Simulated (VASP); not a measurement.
Write the native input for VASP 6.6.1 that does the following.

```
Task                   : single point
Functional             : PBE
Potentials or basis    : VASP PAW PBE potentials, release 64 (Zn, S)
Cutoff                 : 520 eV
k mesh                 : 2 × 2 × 2
Occupations            : gaussian, width 0.01 eV
Spin                   : no spin polarisation
Dipole correction      : no
Further INCAR settings : LREAL = Auto; ALGO = Normal; EDIFF = 1e-06; NBANDS = 79
```

The structure of Zn7S8 (a cell with a defect) lies in POSCAR:

```
Zn7S8
1.0
    0.0000000000      0.0000000000      6.3046430491
   -3.8440669358     -6.6581192403      0.0000000000
    7.6881338714     -0.0000000001      0.0000000000
Zn S
7 8
Direct
   -0.0008812621      0.1703484151      0.3351742075
   -0.0008812621      0.6648257925      0.8296515849
   -0.0008812621      0.6648257925      0.3351742075
    0.5059852504      0.3282250210      0.1564500420
    0.5059852504      0.3282250210      0.6717749790
    0.4976963014      0.8333333333      0.1666666667
    0.5059852504      0.8435499580      0.6717749790
    0.3636172546      0.1666666667      0.8333333333
    0.3754037273      0.1681153171      0.3340576585
    0.3754037273      0.6659423415      0.8318846829
    0.3754037273      0.6659423415      0.3340576585
    0.8740394952      0.3348866986      0.1697733971
    0.8740394952      0.3348866986      0.6651133014
    0.8747781380      0.8333333333      0.1666666667
    0.8740394952      0.8302266029      0.6651133014
```

This cell differs from its parent crystal: atoms taken out, then relaxed in part.

One way to write it, as run:

INCAR

```
PREC     = Accurate       # precision mode
ENCUT    = 520            # plane-wave cutoff, eV
EDIFF    = 1E-6           # SCF threshold, eV
ISMEAR   = 0              # smearing method
SIGMA    = 0.01           # smearing width, eV
LREAL    = Auto         
LASPH    = True           # aspherical terms in the spheres
NELM     = 60             # most SCF steps
ALGO     = Normal         # electronic algorithm
ISIF     = 2              # what is computed and relaxed
LWAVE    = False          # write WAVECAR
LCHARG   = False          # write CHGCAR
GGA      = PE             # functional
NBANDS   = 79             # bands
```

KPOINTS

```
regular mesh
0
Gamma
  2 2 2
```

Potentials or basis: VASP PAW PBE potentials, release 64 (Zn, S).

Run with:

```sh
$ cat potpaw_PBE.64/Zn/POTCAR potpaw_PBE.64/S/POTCAR > POTCAR
$ mpirun -np 1 vasp_std > vasp.out
```

Results of the run:

| Item | Value |
| --- | --- |
| Pressure | -1.3 GPa |
| Largest force | 0.022 eV/Å |
| Band gap on the k mesh | zero (bands 66 and 67 overlap by 0.48 eV) |

Caveat: the k points lie up to 0.50 Å⁻¹ apart; the cell differs from its parent crystal (atoms taken out, then relaxed in part).

It took 3.9 min on 1 thread of Intel Xeon 8259CL (shared host), peak memory 0.43 GiB.
